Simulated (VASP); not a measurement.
CaC2, 3 atoms in the cell. The structure is tetragonal, space group I4/mmm (No. 139). Conventional cell: a = 3.772 Å, b = 3.772 Å, c = 6.404 Å, α = 90.00°, β = 90.00°, γ = 90.00°. Within 3.4 Å of Ca (site symmetry 4/mmm) lie 10 C at 2.58 to 2.74 Å. Within 1.7 Å of C (site symmetry 4mm) lie 1 C at 1.25 Å.  This cell differs from its parent crystal: strain -0.025 along x and y, +0.000 along z.

* Program: VASP 6.6.1
* Task: single point
* Functional: LDA
* Potentials or basis: VASP PAW LDA potentials, release 64 (Ca_sv, C)
* Cutoff: 520 eV
* k mesh: 10 × 10 × 10
* Occupations: gaussian, width 0.05 eV
* Spin: no spin polarisation
* Dipole correction: no
* Further INCAR settings: ALGO = Normal; EDIFF = 1e-06; NBANDS = 16

Potentials or basis: VASP PAW LDA potentials, release 64 (Ca_sv, C).

Command:

```console
$ cat potpaw_LDA.64/Ca_sv/POTCAR potpaw_LDA.64/C/POTCAR > POTCAR
$ mpirun -np 1 vasp_std > vasp.out
```

Hardware: 1 thread of Intel(R) Xeon(R) Platinum 8259CL CPU @ 2.50GHz (Skylake/Cascade Lake) (shared host).

Task: Estimate the wall time of this run.

Result: Wall time 70 s on 1 thread of Intel(R) Xeon(R) Platinum 8259CL CPU @ 2.50GHz (Skylake/Cascade Lake), with other jobs on the host, peak memory 0.2 GiB. Counts: scf iterations 14, k points 102.
